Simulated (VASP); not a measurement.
# C: single point with PBE

The system is C, a slab with vacuum.

```xyz
6
Lattice="2.5255 0.0000 0.0000 0.0000 2.5255 0.0000 0.0000 0.0000 18.4644" Properties=species:S:1:pos:R:3 pbc="T T T"
C     0.0000    1.2627    7.0000
C     0.0000    0.0000    7.8929
C     1.2627    0.0000    8.7858
C     1.2627    1.2627    9.6590
C     0.0000    1.2627   10.5962
C     0.0000    0.0000   11.3755
```

```yaml
Program: VASP 6.6.1
Task: single point
Functional: PBE
Potentials_or_basis: VASP PAW PBE potentials, release 64 (C)
Cutoff: 520 eV
k_mesh: 10 × 10 × 1
Occupations: gaussian, width 0.05 eV
Spin: no spin polarisation
Dipole_correction: yes
Further_INCAR_settings: ALGO = Normal; EDIFF = 1e-07; NBANDS = 21
```

```yaml
Largest_force: 2.613 eV/Å
Band_gap_on_the_k_mesh: zero (band 12 reaches -2.01 eV, above the bottom of band 13 at -2.75 eV)
```

Forces on the atoms (eV/Å):
```
C    0.000  0.000  2.225
C    0.000  0.000 -2.613
C    0.000  0.000  0.349
C    0.000  0.000  0.009
C    0.000  0.000 -0.017
C    0.000  0.000  0.047
```

Levels at points of the mesh, in eV from the Fermi level:
```
           k point  band 9  band 10  band 11  band 12  band 13  band 14  band 15  band 16
(0.00, 0.00, 0.00)   -2.92    -1.31    -0.81     0.40     2.70     4.64     4.81     4.85
(0.50, 0.00, 0.00)   -3.30    -2.19    -1.41    -0.02     0.24     0.95     7.98     8.97
(0.00, 0.50, 0.00)   -2.93    -2.69    -1.19    -1.17     3.96     4.34     8.22     8.27
(0.50, 0.50, 0.00)   -6.83    -6.58    -1.75    -1.45    -0.19    -0.16     7.25     7.25
```

Run time: 2.2 min on 1 thread of Intel(R) Xeon(R) Platinum 8175M CPU @ 2.50GHz (Skylake/Cascade Lake) (shared host), peak memory 0.24 GiB.
